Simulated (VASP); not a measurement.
Input of a VASP 6.6.1 run:

Contents of POSCAR:

```
Hf
1.0
    3.1967000000      0.0000000000      0.0000000000
   -1.5983500000      2.7684200000      0.0000000000
    0.0000000000      0.0000000000      5.0578000000
Hf
2
Direct
    0.3333333333      0.6666666667      0.2500000000
    0.6666666667      0.3333333333      0.7500000000
```

The input INCAR.step1:

```
PREC = Accurate
ENCUT = 550
ISMEAR = 0
SIGMA = 0.02
LREAL = False
LASPH = True
NELM = 120
GGA = PE
ALGO = Normal
EDIFF = 1E-5
LWAVE = True
LCHARG = False
GGA_COMPAT = False
IBRION = 2
ISIF = 3
EDIFFG = -0.005
NELMIN = 4
NSW = 100
```

Contents of INCAR.step2:

```
PREC = Accurate
ENCUT = 550
EDIFF = 1E-7
ISMEAR = 0
SIGMA = 0.02
LREAL = False
LASPH = True
NELM = 120
ALGO = Normal
ISIF = 8
LWAVE = False
LCHARG = False
METAGGA = R2SCAN
LMIXTAU = True
IBRION = 2
NSW = 80
EDIFFG = -0.02
ISTART = 1
GGA_COMPAT = False
NELMIN = 4
```

Contents of KPOINTS:

```
Automatic mesh
0
Gamma
  8 8 5
```

Potentials or basis: VASP PAW PBE potentials, release 64 (Hf_pv).

The run is started by

```console
$ cat potpaw_PBE.64/Hf_pv/POTCAR > POTCAR
$ cp INCAR.step1 INCAR
$ mpirun -np 1 vasp_std > vasp.out
$ cp INCAR.step2 INCAR
$ mpirun -np 1 vasp_std > vasp.out
```

Q: Predict the relaxed volume.

A: 22.26 Å³/atom.

Q: What does it give for the relaxed cell?

A: a = 3.191 Å, b = 3.191 Å, c = 5.048 Å, α = 90.00°, β = 90.00°, γ = 120.00°.

Q: Estimate the space group after relaxing (to 0.05 Å).

A: P6_3/mmc (No. 194).

Stress tensor (GPa, compression positive):
```
 0.10  0.00  0.00
 0.00  0.10  0.00
 0.00  0.00 -0.23
```

Caveat: the PAW data sets were made with another functional, which shifts forces and pressure a little.
